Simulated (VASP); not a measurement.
# GaAs (F-43m) in VASP: notebook

GaAs is run at these levels: r2SCAN; tasks: single point, relaxation of cell and atoms.

All numbers are computed with VASP 6.6.1; they aren't measurements. Logs are shortened: lines on timing, memory, paths and dates and some standing lists are left out, and cuts for length are marked.

## 1. The cell of the first run

It takes space group F-43m (No. 216, cubic). Conventional cell: a = 5.641 Å, b = 5.641 Å, c = 5.641 Å, α = 90.00°, β = 90.00°, γ = 90.00°. Within 3.2 Å of Ga (site symmetry -43m) lie 4 As at 2.44 Å. As (site symmetry -43m) has 4 Ga at 2.44 Å within 3.2 Å.

## 2. Single point, r2SCAN

Contents of POSCAR:

```
GaAs
1.0
    0.0000000000      2.8206309476      2.8206309476
    2.8206309476      0.0000000000      2.8206309476
    2.8206309476      2.8206309476      0.0000000000
Ga As
1 1
Direct
    0.0000000000      0.0000000000      0.0000000000
    0.7500000000      0.7500000000      0.7500000000
```

Contents of INCAR.step1:

```
ALGO = Normal
EDIFF = 1E-4
ENCUT = 520
GGA = PE
ISMEAR = 0
LASPH = T
LCHARG = F
LREAL = F
LWAVE = T
NBANDS = 16
NELM = 60
PREC = Accurate
SIGMA = 0.01
```

Contents of INCAR.step2:

```
ALGO = Normal
EDIFF = 1E-7
ENCUT = 520
ISIF = 2
ISMEAR = 0
ISTART = 1
LASPH = T
LCHARG = F
LMIXTAU = T
LREAL = F
LWAVE = F
METAGGA = R2SCAN
NBANDS = 16
NELM = 60
PREC = Accurate
SIGMA = 0.01
```

Contents of KPOINTS:

```
k-points
0
Gamma
  8 8 8
```

Potentials or basis: VASP PAW PBE potentials, release 64 (Ga_d, As).

Launch:

```sh
> cat potpaw_PBE.64/Ga_d/POTCAR potpaw_PBE.64/As/POTCAR > POTCAR
> cp INCAR.step1 INCAR
> mpirun -np 1 vasp_std > vasp.out
> cp INCAR.step2 INCAR
> mpirun -np 1 vasp_std > vasp.out
```

OUTCAR:

```text
EDIFF = 1E-7
   ENCUT = 520
   ISIF = 2
   ISMEAR = 0
   ISTART = 1
   LASPH = T
   LREAL = F
   METAGGA = R2SCAN
   NELM = 60
   PREC = Accurate

 ion  position               nearest neighbor table
   1  0.000  0.000  0.000-   2 2.44   2 2.44   2 2.44   2 2.44
   2  0.750  0.750  0.750-   1 2.44   1 2.44   1 2.44   1 2.44

  LATTYP: Found a face centered cubic cell.
 ALAT       =     5.6412618952

  Lattice vectors:

 A1 = (   0.0000000000,   2.8206309476,   2.8206309476)
 A2 = (   2.8206309476,   0.0000000000,   2.8206309476)
 A3 = (   2.8206309476,   2.8206309476,   0.0000000000)

Analysis of symmetry for initial positions (statically):
=====================================================================
 Subroutine PRICEL returns:
 Original cell was already a primitive cell.

 Routine SETGRP: Setting up the symmetry group for a
 face centered cubic supercell.

 Subroutine GETGRP returns: Found 24 space group operations
 (whereof 24 operations were pure point group operations)
 out of a pool of 48 trial point group operations.

The static configuration has the point symmetry T_d .

Analysis of symmetry for dynamics (positions and initial velocities):
=====================================================================
 Subroutine PRICEL returns:
 Original cell was already a primitive cell.

 Routine SETGRP: Setting up the symmetry group for a
 face centered cubic supercell.

 Subroutine GETGRP returns: Found 24 space group operations
 (whereof 24 operations were pure point group operations)
 out of a pool of 48 trial point group operations.

The dynamic configuration has the point symmetry T_d .

 Subroutine INISYM returns: Found 24 space group operations
 (whereof 24 operations are pure point group operations),
 and found     1 'primitive' translations

----------------------------------------------------------------------------------------

                                     Primitive cell

  volume of cell :      44.8816

  direct lattice vectors                    reciprocal lattice vectors
     0.000000000  2.820630948  2.820630948    -0.177265303  0.177265303  0.177265303
     2.820630948  0.000000000  2.820630948     0.177265303 -0.177265303  0.177265303
     2.820630948  2.820630948  0.000000000     0.177265303  0.177265303 -0.177265303

  length of vectors
     3.988974541  3.988974541  3.988974541     0.307032511  0.307032511  0.307032511

  position of ions in fractional coordinates (direct lattice)
     0.000000000  0.000000000  0.000000000
[... 73 lines left out ...]
   LNONCOLLINEAR =      F non collinear calculations
   LSORBIT =      F    spin-orbit coupling
   LASPH  =      T    aspherical Exc in radial PAW
   ENCUT  =  520.0 eV  38.22 Ry    6.18 a.u.   7.42  7.42  7.42*2*pi/ulx,y,z
   NELM   =     60;   NELMIN=  2; NELMDL=  0     # of ELM steps
   EDIFF  = 0.1E-06   stopping-criterion for ELM
   LREAL  =      F    real-space projection
   EDIFFG = 0.1E-05   stopping-criterion for IOM
   NSW    =      0    number of steps for IOM
   IBRION =     -1    ionic relax: 0-MD 1-quasi-New 2-CG
   NFREE  =      0    steps in history (QN), initial steepest desc. (CG)
   ISIF   =      2    stress and relaxation
   ISYM   =      2    0-nonsym 1-usesym 2-fastsym
   POTIM  = 0.5000    time-step for ionic-motion
   TEBEG  =    0.0;   TEEND  =   0.0 temperature during run
   PSTRESS=    0.0 pullay stress
   NELECT =      18.0000    total number of electrons
   NUPDOWN=      -1.0000    fix difference up-down
   EMIN   =  10.00;   EMAX   =-10.00  energy-range for DOS
   EFERMI =   0.00;   METHOD = LEGACY
   ISMEAR =     0;   SIGMA  =   0.01  broadening in eV -4-tet -1-fermi 0-gaus
   EFERMI_NEDOS =   21; number of points for ismear=-14 and -15
   IALGO  =     38    algorithm
   IMIX   =      4    mixing-type and parameters
     AMIX     =   0.40;   BMIX     =  1.00
     AMIX_MAG =   1.60;   BMIX_MAG =  1.00
  volume/ion in A,a.u.               =      22.44       151.44
  Fermi-wavevector in a.u.,A,eV,Ry     =   1.207284  2.281436 19.830959  1.457534
  Thomas-Fermi vector in A             =   2.342926
   LORBIT       =      0    0 simple, 1 ext, 2 COOP (PROOUT), +10 PAW based schemes
   METAGGA = R2SCAN    functional components
   LHFCALC =     F    Hartree Fock is set to
   AEXX    =    0.0000 exact exchange contribution
   IVDW    =     0    specifies the selected vdW correction
   LEPSILON=     F    determine dielectric tensor
   LRPA    =     F    only Hartree local field effects (RPA)
 non-spin polarized calculation
 Gauss-broadening in eV      SIGMA  =   0.01
  energy-cutoff  :      520.00
  volume of cell :       44.88
 maximum number of plane-waves:      1243
 NGX is ok and might be reduce to    30
   NGX = 15   NGY = 15   NGZ = 15

 number of electron      18.0000000 magnetization

 Free energy of the ion-electron system (eV)
  ---------------------------------------------------
  ext. energy  EPLUGINS =         0.00000000
  ---------------------------------------------------
  free energy    TOTEN  =       -27.05103994 eV

  energy without entropy =      -27.05103994  energy(sigma->0) =      -27.05103994

 E-fermi :   3.7863     XC(G=0): -10.2872

 val. band max:        3.7421210017   @ k =   0.0000   0.0000   0.0000
 cond. band min:       4.7918744956   @ k =   0.0000   0.0000   0.0000
 fundamental gap:      1.0497534938
 Fermi energy:         3.7863221021

 k-point     1 :       0.0000    0.0000    0.0000
  band No.  band energies     occupation
      1     -11.5051      2.00000
      2     -11.5051      2.00000
      3     -11.5051      2.00000
      4     -11.4139      2.00000
      5     -11.4139      2.00000
      6      -9.5176      2.00000
[... 433 lines left out ...]
      3     -11.4692      2.00000
      4     -11.4186      2.00000
      5     -11.4100      2.00000
      6      -7.2817      2.00000
[... 8 lines left out ...]
     15      16.0692      0.00000
     16      16.6721      0.00000

 [... further k-points ...]
[... 5 lines left out ...]
  --------------------------------------------------------------------------------------
  -------------------------------------------------------------------------------------
  Total        0.3120564      0.3120564      0.3120564      0.0000000      0.0000000     -0.0000000
  in kB       11.1397362     11.1397362     11.1397362      0.0000000      0.0000000     -0.0000000
  external PRESSURE =      11.1397362 kB  Pullay stress =       0.0000000 kB

 VOLUME and BASIS-vectors are now :
 -----------------------------------------------------------------------------
  energy-cutoff  :      520.00
  volume of cell :       44.88
      direct lattice vectors                 reciprocal lattice vectors
     0.000000000  2.820630948  2.820630948    -0.177265303  0.177265303  0.177265303
     2.820630948  0.000000000  2.820630948     0.177265303 -0.177265303  0.177265303
     2.820630948  2.820630948  0.000000000     0.177265303  0.177265303 -0.177265303

 POSITION                                       TOTAL-FORCE (eV/Angst)
 -----------------------------------------------------------------------------------
      0.00000      0.00000      0.00000        -0.000000      0.000000      0.000000
      4.23095      4.23095      4.23095         0.000000     -0.000000     -0.000000
 -----------------------------------------------------------------------------------
    total drift:                               -0.000001     -0.000001     -0.000001

  FREE ENERGIE OF THE ION-ELECTRON SYSTEM (eV)
  ---------------------------------------------------
  free  energy   TOTEN  =       -27.0510399397 eV

  energy  without entropy=      -27.0510399397  energy(sigma->0) =      -27.05103994
```

OUTCAR.step1:

```text
EDIFF = 1E-4
   ENCUT = 520
   GGA = PE
   ISMEAR = 0
   LASPH = T
[... 677 lines left out ...]
 -----------------------------------------------------------------------------------
      0.00000      0.00000      0.00000        -0.000000     -0.000000     -0.000000
      4.23095      4.23095      4.23095         0.000000      0.000000      0.000000
 -----------------------------------------------------------------------------------
    total drift:                               -0.000002     -0.000002     -0.000002

  FREE ENERGIE OF THE ION-ELECTRON SYSTEM (eV)
  ---------------------------------------------------
  free  energy   TOTEN  =        -8.2401512752 eV

  energy  without entropy=       -8.2401512752  energy(sigma->0) =       -8.24015128
```

It took 50 s on 1 thread of Intel Xeon 6975P-C (Granite Rapids), shared host; peak memory 0.18 GiB.

What came out:

* Free energy: -27.0510 eV
* Pressure: 1.1 GPa
* Band gap on the k mesh: 1.05 eV

Caveat: the PAW data sets were made with another functional, which shifts forces and pressure a little.

## 3. Single point, r2SCAN

This run uses another cell than the first one, of 22.75 Å³/atom.

Contents of POSCAR:

```
GaAs
1.0
    0.0000000000      2.8334677908      2.8334677908
    2.8334677908      0.0000000000      2.8334677908
    2.8334677908      2.8334677908      0.0000000000
Ga As
1 1
Direct
    0.0000000000      0.0000000000      0.0000000000
    0.7500000000      0.7500000000      0.7500000000
```

Contents of INCAR.step1:

```
SYSTEM = GaAs
PREC     = Accurate       ! precision mode
ENCUT    = 520            ! plane-wave cutoff, eV
ISMEAR   = -1             ! smearing method
SIGMA    = 0.1            ! smearing width, eV
LREAL    = .FALSE.        ! projectors in reciprocal space
LASPH    = .TRUE.         ! aspherical terms in the spheres
NELM     = 80             ! most SCF steps
NBANDS   = 16             ! bands
GGA      = PE             ! functional
ALGO     = Normal         ! electronic algorithm
EDIFF    = 1E-4           ! SCF threshold, eV
LWAVE    = .TRUE.         ! write WAVECAR
LCHARG   = .FALSE.        ! write CHGCAR
```

Contents of INCAR.step2:

```
SYSTEM = GaAs
PREC     = Accurate       ! precision mode
ENCUT    = 520            ! plane-wave cutoff, eV
EDIFF    = 1E-6           ! SCF threshold, eV
ISMEAR   = -1             ! smearing method
SIGMA    = 0.1            ! smearing width, eV
LREAL    = .FALSE.        ! projectors in reciprocal space
LASPH    = .TRUE.         ! aspherical terms in the spheres
NELM     = 80             ! most SCF steps
ALGO     = Normal         ! electronic algorithm
ISIF     = 2              ! what is computed and relaxed
LWAVE    = .FALSE.        ! write WAVECAR
LCHARG   = .TRUE.         ! write CHGCAR
METAGGA  = R2SCAN         ! meta-GGA
LMIXTAU  = .TRUE.       
LELF     = .TRUE.         ! ELF
LVHAR    = .TRUE.       
NBANDS   = 16             ! bands
ISTART   = 1
```

Contents of KPOINTS:

```
regular mesh
0
G
  14 14 14
  0 0 0
```

Potentials or basis: VASP PAW PBE potentials, release 64 (Ga_d, As).

Launch:

```sh
> cat potpaw_PBE.64/Ga_d/POTCAR potpaw_PBE.64/As/POTCAR > POTCAR
> cp INCAR.step1 INCAR
> mpirun -np 1 vasp_std > vasp.out
> cp INCAR.step2 INCAR
> mpirun -np 1 vasp_std > vasp.out
```

OUTCAR:

```text
SYSTEM = GaAs
   PREC = Accurate
   ENCUT = 520
   EDIFF = 1E-6
   ISMEAR = -1
   LREAL = .FALSE.
   LASPH = .TRUE.
   NELM = 80
   ISIF = 2
   METAGGA = R2SCAN
   ISTART = 1

 ion  position               nearest neighbor table
   1  0.000  0.000  0.000-   2 2.45   2 2.45   2 2.45   2 2.45
   2  0.750  0.750  0.750-   1 2.45   1 2.45   1 2.45   1 2.45

  LATTYP: Found a face centered cubic cell.
 ALAT       =     5.6669355816

  Lattice vectors:

[... 192 lines left out ...]
      6      -9.5471      2.00000
[... 433 lines left out ...]
      3     -11.5897      2.00000
      4     -11.5281      2.00000
      5     -11.5167      2.00000
      6      -8.6838      2.00000
[... 8 lines left out ...]
     15      14.6091      0.00000
     16      14.6780      0.00000

 [... further k-points ...]
[... 5 lines left out ...]
  --------------------------------------------------------------------------------------
  -------------------------------------------------------------------------------------
  Total        0.0349972      0.0349972      0.0349972      0.0000000      0.0000000     -0.0000000
  in kB        1.2324200      1.2324200      1.2324200      0.0000000      0.0000000     -0.0000000
  external PRESSURE =       1.2324200 kB  Pullay stress =       0.0000000 kB

 VOLUME and BASIS-vectors are now :
 -----------------------------------------------------------------------------
  energy-cutoff  :      520.00
  volume of cell :       45.50
      direct lattice vectors                 reciprocal lattice vectors
     0.000000000  2.833467791  2.833467791    -0.176462214  0.176462214  0.176462214
     2.833467791  0.000000000  2.833467791     0.176462214 -0.176462214  0.176462214
     2.833467791  2.833467791  0.000000000     0.176462214  0.176462214 -0.176462214

 POSITION                                       TOTAL-FORCE (eV/Angst)
 -----------------------------------------------------------------------------------
      0.00000      0.00000      0.00000        -0.000000     -0.000000     -0.000000
      4.25020      4.25020      4.25020         0.000000      0.000000      0.000000
 -----------------------------------------------------------------------------------
    total drift:                               -0.000001     -0.000001     -0.000001

  FREE ENERGIE OF THE ION-ELECTRON SYSTEM (eV)
  ---------------------------------------------------
  free  energy   TOTEN  =       -27.0569788764 eV

  energy  without entropy=      -27.0569344789  energy(sigma->0) =      -27.05695668
```

Wall time 2 min (1 thread of Intel Xeon 6975P-C (Granite Rapids), shared host); peak memory 0.22 GiB.

Results:

- Free energy: -27.0570 eV
- Pressure: 0.1 GPa
- Band gap on the k mesh: 0.94 eV

Caveat: the PAW data sets were made with another functional, which shifts forces and pressure a little. A k mesh can miss the band edges.

(Part 1 of 2 ends here.)
